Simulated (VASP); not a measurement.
# MgO3 (ReO3 type) (Pm-3m) in VASP: further runs

MgO3 (ReO3 type) is run at these levels: PBE; tasks: single point.

Program: VASP 6.6.1. These are calculated values, not measurements. Logs are shortened: lines on timing, memory, paths and dates and some standing lists are left out, and cuts for length are marked.

## 1. The cell of the first run

It takes space group Pm-3m (No. 221, cubic). The conventional cell has a = 3.880 Å, b = 3.880 Å, c = 3.880 Å, α = 90.00°, β = 90.00°, γ = 90.00°. Mg (site symmetry m-3m) has 6 O at 1.94 Å within 2.6 Å. O (site symmetry 4/mmm) has 2 Mg at 1.94 Å within 2.6 Å.

## 2. Single point, PBE

The input, INCAR:

```
SYSTEM = MgO3
ALGO     = Normal         ! electronic algorithm
EDIFF    = 1E-6           ! SCF threshold, eV
ENCUT    = 600            ! plane-wave cutoff, eV
GGA      = PE             ! functional
GGA_COMPAT= .FALSE.      
ISIF     = 2              ! what is computed and relaxed
ISMEAR   = -1             ! smearing method
LASPH    = .TRUE.         ! aspherical terms in the spheres
LCHARG   = .FALSE.        ! write CHGCAR
LREAL    = .FALSE.        ! projectors in reciprocal space
LWAVE    = .FALSE.        ! write WAVECAR
NBANDS   = 18             ! bands
NELM     = 120            ! most SCF steps
PREC     = Accurate       ! precision mode
SIGMA    = 0.06122561905347299 ! smearing width, eV
```

The input, KPOINTS:

```
k-points
0
G
  14 14 14
  0 0 0
```

The input, POSCAR:

```
MgO3
1.0
    3.8800037971      0.0000000000      0.0000000000
    0.0000000000      3.8800037971      0.0000000000
    0.0000000000      0.0000000000      3.8800037971
Mg O
1 3
Direct
    0.0000000000      0.0000000000      0.0000000000
    0.5000000000      0.0000000000      0.0000000000
    0.0000000000      0.5000000000      0.0000000000
    0.0000000000      0.0000000000      0.5000000000
```

Potentials or basis: VASP PAW PBE potentials, release 64 (Mg, O).

Started as:

```bash
> cat potpaw_PBE.64/Mg/POTCAR potpaw_PBE.64/O/POTCAR > POTCAR
> mpirun -np 1 vasp_std > vasp.out
```

OUTCAR:

```text
SYSTEM = MgO3
   EDIFF = 1E-6
   ENCUT = 600
   GGA = PE
   ISIF = 2
   ISMEAR = -1
   LASPH = .TRUE.
   LREAL = .FALSE.
   NELM = 120
   PREC = Accurate

 ion  position               nearest neighbor table
   1  0.000  0.000  0.000-   2 1.94   3 1.94   4 1.94   4 1.94   3 1.94   2 1.94
   2  0.500  0.000  0.000-   1 1.94   1 1.94
   3  0.000  0.500  0.000-   1 1.94   1 1.94
   4  0.000  0.000  0.500-   1 1.94   1 1.94

  LATTYP: Found a simple cubic cell.
 ALAT       =     3.8800037971

  Lattice vectors:

 A1 = (   3.8800037971,   0.0000000000,   0.0000000000)
 A2 = (   0.0000000000,   3.8800037971,   0.0000000000)
 A3 = (   0.0000000000,   0.0000000000,   3.8800037971)

Analysis of symmetry for initial positions (statically):
=====================================================================
 Subroutine PRICEL returns:
 Original cell was already a primitive cell.

 Routine SETGRP: Setting up the symmetry group for a
 simple cubic supercell.

 Subroutine GETGRP returns: Found 48 space group operations
 (whereof 48 operations were pure point group operations)
 out of a pool of 48 trial point group operations.

The static configuration has the point symmetry O_h .

Analysis of symmetry for dynamics (positions and initial velocities):
=====================================================================
 Subroutine PRICEL returns:
 Original cell was already a primitive cell.

 Routine SETGRP: Setting up the symmetry group for a
 simple cubic supercell.

 Subroutine GETGRP returns: Found 48 space group operations
 (whereof 48 operations were pure point group operations)
 out of a pool of 48 trial point group operations.

The dynamic configuration has the point symmetry O_h .

 Subroutine INISYM returns: Found 48 space group operations
 (whereof 48 operations are pure point group operations),
 and found     1 'primitive' translations

----------------------------------------------------------------------------------------

                                     Primitive cell

  volume of cell :      58.4112

  direct lattice vectors                    reciprocal lattice vectors
     3.880003797  0.000000000  0.000000000     0.257731707  0.000000000  0.000000000
     0.000000000  3.880003797  0.000000000     0.000000000  0.257731707  0.000000000
     0.000000000  0.000000000  3.880003797     0.000000000  0.000000000  0.257731707

  length of vectors
     3.880003797  3.880003797  3.880003797     0.257731707  0.257731707  0.257731707

  position of ions in fractional coordinates (direct lattice)
     0.000000000  0.000000000  0.000000000
     0.500000000  0.000000000  0.000000000
     0.000000000  0.500000000  0.000000000
     0.000000000  0.000000000  0.500000000

  ion indices of the primitive-cell ions
   primitive index   ion index
                 1           1
                 2           2
                 3           3
                 4           4

----------------------------------------------------------------------------------------

 KPOINTS: k-points

Automatic generation of k-mesh.
 Grid dimensions read from file:
 generate k-points for:   14   14   14

 Generating k-lattice:

  Cartesian coordinates                     Fractional coordinates (reciprocal lattice)
     0.018409408  0.000000000  0.000000000     0.071428571  0.000000000  0.000000000
     0.000000000  0.018409408  0.000000000     0.000000000  0.071428571  0.000000000
     0.000000000  0.000000000  0.018409408     0.000000000  0.000000000  0.071428571

  Length of vectors
     0.018409408  0.018409408  0.018409408

  Shift w.r.t. Gamma in fractional coordinates (k-lattice)
     0.000000000  0.000000000  0.000000000

 Subroutine IBZKPT returns following result:
 ===========================================

 Found    120 irreducible k-points:

 Following reciprocal coordinates:
            Coordinates               Weight
  0.000000  0.000000  0.000000      1.000000
  0.071429  0.000000  0.000000      6.000000
  0.142857  0.000000  0.000000      6.000000
  0.214286  0.000000  0.000000      6.000000
  0.285714  0.000000  0.000000      6.000000
  0.357143  0.000000  0.000000      6.000000
[... 16 lines left out ...]
  0.285714  0.214286  0.000000     24.000000
  0.357143  0.214286  0.000000     24.000000
 [... further k-points ...]
   k-points           NKPTS =    120   k-points in BZ     NKDIM =    120   number of bands    NBANDS=     18
   number of dos      NEDOS =    301   number of ions     NIONS =      4
   total plane-waves  NPLWV =  32768
   dimension x,y,z NGX =    32 NGY =   32 NGZ =   32
   dimension x,y,z NGXF=    64 NGYF=   64 NGZF=   64
   ions per type =               1   3
   NGX,Y,Z   is equivalent  to a cutoff of  13.71, 13.71, 13.71 a.u.
   NGXF,Y,Z  is equivalent  to a cutoff of  27.42, 27.42, 27.42 a.u.
 SYSTEM =  MgO3
   PREC   = accura    normal or accurate (medium, high low for compatibility)
   ISTART =      0    job   : 0-new  1-cont  2-samecut
   ICHARG =      2    charge: 1-file 2-atom 10-const
   ISPIN  =      1    spin polarized calculation?
   LNONCOLLINEAR =      F non collinear calculations
   LSORBIT =      F    spin-orbit coupling
   LASPH  =      T    aspherical Exc in radial PAW
   ENCUT  =  600.0 eV  44.10 Ry    6.64 a.u.   7.75  7.75  7.75*2*pi/ulx,y,z
   NELM   =    120;   NELMIN=  2; NELMDL= -5     # of ELM steps
   EDIFF  = 0.1E-05   stopping-criterion for ELM
   LREAL  =      F    real-space projection
   EDIFFG = 0.1E-04   stopping-criterion for IOM
   NSW    =      0    number of steps for IOM
   IBRION =     -1    ionic relax: 0-MD 1-quasi-New 2-CG
   NFREE  =      0    steps in history (QN), initial steepest desc. (CG)
   ISIF   =      2    stress and relaxation
   ISYM   =      2    0-nonsym 1-usesym 2-fastsym
   POTIM  = 0.5000    time-step for ionic-motion
   TEBEG  =    0.0;   TEEND  =   0.0 temperature during run
   PSTRESS=    0.0 pullay stress
   NELECT =      20.0000    total number of electrons
   NUPDOWN=      -1.0000    fix difference up-down
   EMIN   =  10.00;   EMAX   =-10.00  energy-range for DOS
   EFERMI =   0.00;   METHOD = LEGACY
   ISMEAR =    -1;   SIGMA  =   0.06  broadening in eV -4-tet -1-fermi 0-gaus
   EFERMI_NEDOS =   21; number of points for ismear=-14 and -15
   IALGO  =     38    algorithm
   IMIX   =      4    mixing-type and parameters
     AMIX     =   0.40;   BMIX     =  1.00
     AMIX_MAG =   1.60;   BMIX_MAG =  1.00
  volume/ion in A,a.u.               =      14.60        98.54
  Fermi-wavevector in a.u.,A,eV,Ry     =   1.145300  2.164304 17.846933  1.311713
  Thomas-Fermi vector in A             =   2.281989
   LORBIT       =      0    0 simple, 1 ext, 2 COOP (PROOUT), +10 PAW based schemes
   GGA     = PE    functional components
   LHFCALC =     F    Hartree Fock is set to
   AEXX    =    0.0000 exact exchange contribution
   IVDW    =     0    specifies the selected vdW correction
   LEPSILON=     F    determine dielectric tensor
   LRPA    =     F    only Hartree local field effects (RPA)
 non-spin polarized calculation
  energy-cutoff  :      600.00
  volume of cell :       58.41
 maximum number of plane-waves:      1974
 NGX is ok and might be reduce to    32
   NGX = 15   NGY = 15   NGZ = 15

 number of electron      19.9999983 magnetization

 Free energy of the ion-electron system (eV)
  ---------------------------------------------------
  ext. energy  EPLUGINS =         0.00000000
  ---------------------------------------------------
  free energy    TOTEN  =       -15.59042818 eV

  energy without entropy =      -15.49196462  energy(sigma->0) =      -15.54119640

 E-fermi :  -2.5728     XC(G=0):  -8.3785

 val. band max:       -2.5742393217   @ k =   0.1429   0.0000   0.0000
 cond. band min:      -2.5724136146   @ k =   0.3571   0.3571   0.1429
 fundamental gap:      0.0018257071
 Fermi energy:        -2.5728189680

 k-point     1 :       0.0000    0.0000    0.0000
  band No.  band energies     occupation
      1     -19.4074      2.00000
      2     -17.9698      2.00000
      3     -17.9698      2.00000
      4      -5.1406      2.00000
      5      -5.1406      2.00000
      6      -5.1406      2.00000
[... 10 lines left out ...]
     17      14.0214      0.00000
     18      14.0214      0.00000

 k-point     2 :       0.0714    0.0000    0.0000
  band No.  band energies     occupation
      1     -19.3917      2.00000
      2     -17.9843      2.00000
      3     -17.9689      2.00000
      4      -5.1254      2.00000
      5      -5.1235      2.00000
      6      -5.1235      2.00000
[... 10 lines left out ...]
     17      14.0120      0.00000
     18      14.0358      0.00000

 k-point     3 :       0.1429    0.0000    0.0000
  band No.  band energies     occupation
      1     -19.3457      2.00000
      2     -18.0272      2.00000
      3     -17.9664      2.00000
      4      -5.0787      2.00000
      5      -5.0737      2.00000
      6      -5.0737      2.00000
[... 10 lines left out ...]
     17      13.9845      0.00000
     18      13.9885      0.00000

 k-point     4 :       0.2143    0.0000    0.0000
  band No.  band energies     occupation
      1     -19.2731      2.00000
      2     -18.0953      2.00000
      3     -17.9628      2.00000
      4      -4.9972      2.00000
      5      -4.9960      2.00000
      6      -4.9960      2.00000
[... 10 lines left out ...]
     17      13.9426      0.00000
     18      13.9437      0.00000

 k-point     5 :       0.2857    0.0000    0.0000
  band No.  band energies     occupation
      1     -19.1805      2.00000
      2     -18.1830      2.00000
      3     -17.9588      2.00000
      4      -4.8993      2.00000
      5      -4.8993      2.00000
      6      -4.8778      2.00000
[... 10 lines left out ...]
     17      13.8941      0.00000
     18      14.0619      0.00000

 k-point     6 :       0.3571    0.0000    0.0000
  band No.  band energies     occupation
      1     -19.0795      2.00000
      2     -18.2796      2.00000
      3     -17.9552      2.00000
      4      -4.7994      2.00000
      5      -4.7994      2.00000
      6      -4.7225      2.00000
[... 10 lines left out ...]
     17      13.8495      0.00000
     18      14.4415      0.00000

 k-point     7 :       0.4286    0.0000    0.0000
  band No.  band energies     occupation
      1     -18.9915      2.00000
      2     -18.3646      2.00000
      3     -17.9527      2.00000
      4      -4.7201      2.00000
      5      -4.7201      2.00000
      6      -4.5507      2.00000
[... 10 lines left out ...]
     17      13.8182      0.00000
     18      14.7293      0.00000

 k-point     8 :       0.5000    0.0000    0.0000
  band No.  band energies     occupation
      1     -18.9535      2.00000
      2     -18.4016      2.00000
      3     -17.9518      2.00000
      4      -4.6891      2.00000
      5      -4.6891      2.00000
      6      -4.4524      2.00000
[... 10 lines left out ...]
     17      13.8070      0.00000
     18      14.8466      0.00000
[... 229 lines left out ...]
     17      13.8599      0.00000
     18      14.7334      0.00000

 k-point    20 :       0.4286    0.1429    0.0000
  band No.  band energies     occupation
      1     -18.9362      2.00000
      2     -18.3587      2.00000
      3     -17.9938      2.00000
      4      -5.0629      2.00000
      5      -4.6480      2.00000
      6      -4.2156      2.00000
[... 10 lines left out ...]
     17      13.8623      0.00000
     18      14.9186      0.00000

 k-point    21 :       0.5000    0.1429    0.0000
  band No.  band energies     occupation
      1     -18.8981      2.00000
      2     -18.3952      2.00000
      3     -17.9930      2.00000
      4      -5.0318      2.00000
      5      -4.6162      2.00000
      6      -4.1130      2.00000
[... 10 lines left out ...]
     17      13.8631      0.00000
     18      14.9405      0.00000

 k-point    22 :       0.2143    0.2143    0.0000
  band No.  band energies     occupation
      1     -19.1445      2.00000
      2     -18.1311      2.00000
      3     -18.0293      2.00000
      4      -5.2690      2.00000
      5      -4.8488      2.00000
      6      -4.5100      2.00000
[... 10 lines left out ...]
     17      13.8471      0.00000
     18      14.3455      0.00000

 k-point    23 :       0.2857    0.2143    0.0000
  band No.  band energies     occupation
      1     -19.0556      2.00000
      2     -18.1923      2.00000
      3     -18.0422      2.00000
      4      -5.2878      2.00000
      5      -4.7497      2.00000
      6      -4.3319      2.00000
[... 10 lines left out ...]
     17      13.8618      0.00000
     18      14.4942      0.00000

 k-point    24 :       0.3571    0.2143    0.0000
  band No.  band energies     occupation
      1     -18.9578      2.00000
      2     -18.2744      2.00000
      3     -18.0446      2.00000
      4      -5.2730      2.00000
      5      -4.6461      2.00000
      6      -4.1843      2.00000
[... 10 lines left out ...]
     17      13.8920      0.00000
     18      14.7536      0.00000

 [... further k-points ...]

------------------------ aborting loop because EDIFF is reached ----------------------------------------

  FORCE on cell =-STRESS in cart. coord.  units (eV):
  Direction    XX          YY          ZZ          XY          YZ          ZX
  --------------------------------------------------------------------------------------
  -------------------------------------------------------------------------------------
  Total        1.3726940      1.3726940      1.3726940     -0.0000000      0.0000000     -0.0000000
  in kB       37.6519833     37.6519833     37.6519833     -0.0000000      0.0000000     -0.0000000
  external PRESSURE =      37.6519833 kB  Pullay stress =       0.0000000 kB

 VOLUME and BASIS-vectors are now :
 -----------------------------------------------------------------------------
  energy-cutoff  :      600.00
  volume of cell :       58.41
      direct lattice vectors                 reciprocal lattice vectors
     3.880003797  0.000000000  0.000000000     0.257731707  0.000000000  0.000000000
     0.000000000  3.880003797  0.000000000     0.000000000  0.257731707  0.000000000
     0.000000000  0.000000000  3.880003797     0.000000000  0.000000000  0.257731707

 POSITION                                       TOTAL-FORCE (eV/Angst)
 -----------------------------------------------------------------------------------
      0.00000      0.00000      0.00000         0.000000      0.000000      0.000000
      1.94000      0.00000      0.00000         0.000000      0.000000      0.000000
      0.00000      1.94000      0.00000         0.000000      0.000000      0.000000
      0.00000      0.00000      1.94000         0.000000      0.000000      0.000000
 -----------------------------------------------------------------------------------
    total drift:                                0.000000      0.000000     -0.000000

  FREE ENERGIE OF THE ION-ELECTRON SYSTEM (eV)
  ---------------------------------------------------
  free  energy   TOTEN  =       -15.5904281796 eV

  energy  without entropy=      -15.4919646183  energy(sigma->0) =      -15.54119640
```

It took 1.7 min on 1 thread of Intel Xeon 8259CL, shared host; peak memory 0.27 GiB.

What came out:

| Quantity | Value |
| --- | --- |
| Free energy | -15.5904 eV |
| Pressure | 3.8 GPa |
| Band gap on the k mesh | zero (band 10 reaches -1.91 eV, above the bottom of band 11 at -3.14 eV) |

(Part 1 of 2 ends here.)
